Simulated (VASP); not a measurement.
The system is PbO2.

```xyz
3
Lattice="0.0000 2.6468 2.6468 2.6468 0.0000 2.6468 2.6468 2.6468 0.0000" Properties=species:S:1:pos:R:3 pbc="T T T"
Pb    0.0000    0.0000    0.0000
O     3.9703    3.9703    3.9703
O     1.3234    1.3234    1.3234
```

This cell differs from its parent crystal: volume scaled by 0.94.

Base run:

| Quantity | Value |
| --- | --- |
| Program | VASP 6.6.1 |
| Functional | PBEsol |
| Potentials or basis | VASP PAW PBE potentials, release 64 (Pb_d, O) |
| Cutoff | 520 eV |
| k mesh | 9 × 9 × 9 |
| Occupations | fermi-dirac, width 0.05 eV |
| Spin | no spin polarisation |

Its results: band gap on the k mesh zero (band 13 reaches 6.25 eV, above the bottom of band 14 at 4.95 eV); pressure 3.7 GPa.

Problem. After a change of settings the same cell gave: band gap on the k mesh zero (band 13 reaches 6.12 eV, above the bottom of band 14 at 4.81 eV); pressure -1.0 GPa. Which change was it?
A. functional from PBEsol to PBE; further incar settings from ALGO = Normal; EDIFF = 1e-06; NBANDS = 20 to ALGO = Normal; EDIFF = 1e-07; NBANDS = 20
B. functional from PBEsol to r2SCAN; further incar settings from ALGO = Normal; EDIFF = 1e-06; NBANDS = 20 to ALGO = Normal; EDIFF = 1e-07; NBANDS = 20
C. functional from PBEsol to LDA; potentials or basis from VASP PAW PBE potentials, release 64 (Pb_d, O) to VASP PAW LDA potentials, release 64 (Pb_d, O)

Solution. C.

Caveats: spin-orbit coupling is left out, which moves the levels of the heavy elements; the PAW data sets were made with another functional, which shifts forces and pressure a little (some runs).
